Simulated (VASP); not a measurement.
Here is a VASP 6.6.1 calculation.

File POSCAR:

```
ZnS
1.0
   -3.8087369231      0.0000000000      0.0000000000
   -1.9043684615     -3.2984629317      0.0000000000
    0.0000000000      0.0000000000     12.3164651483
Zn S
4 4
Direct
    1.0000000000      1.0000000000      0.6642569179
    0.0000000000      0.0000000000      0.1581675084
    0.3333333333      0.3333333333      0.9172573140
    0.6666666667      0.6666666667      0.4111679045
    0.0000000000      1.0000000000      0.8536575911
    0.0000000000      0.0000000000      0.3475681816
    0.3333333333      0.3333333333      0.0948703531
    0.6666666667      0.6666666667      0.6009597626
```

The input INCAR.step1:

```
ALGO = Normal
EDIFF = 1E-4
ENCUT = 520
GGA = PE
ISMEAR = 0
LASPH = True
LCHARG = False
LREAL = False
LWAVE = True
NBANDS = 46
NELM = 100
PREC = Accurate
SIGMA = 0.05
```

Contents of INCAR.step2:

```
ALGO = Normal
EDIFF = 1E-6
ENCUT = 520
ISIF = 2
ISMEAR = 0
ISTART = 1
LASPH = True
LCHARG = False
LMIXTAU = True
LREAL = False
LWAVE = False
METAGGA = R2SCAN
NBANDS = 46
NELM = 100
PREC = Accurate
SIGMA = 0.05
```

Contents of KPOINTS:

```
k-points
0
Gamma
  7 7 2
```

Potentials or basis: VASP PAW PBE potentials, release 64 (Zn, S).

The run is started by

```bash
$ cat potpaw_PBE.64/Zn/POTCAR potpaw_PBE.64/S/POTCAR > POTCAR
$ cp INCAR.step1 INCAR
$ mpirun -np 1 vasp_std > vasp.out
$ cp INCAR.step2 INCAR
$ mpirun -np 1 vasp_std > vasp.out
```

(1) Predict the largest force.

(2) Predict the band gap on the k mesh.

Results:

(1) 1.291 eV/Å.

(2) 2.79 eV.

Caveat: the cell differs from its parent crystal (the distance across one plane changed); the PAW data sets were made with another functional, which shifts forces and pressure a little.
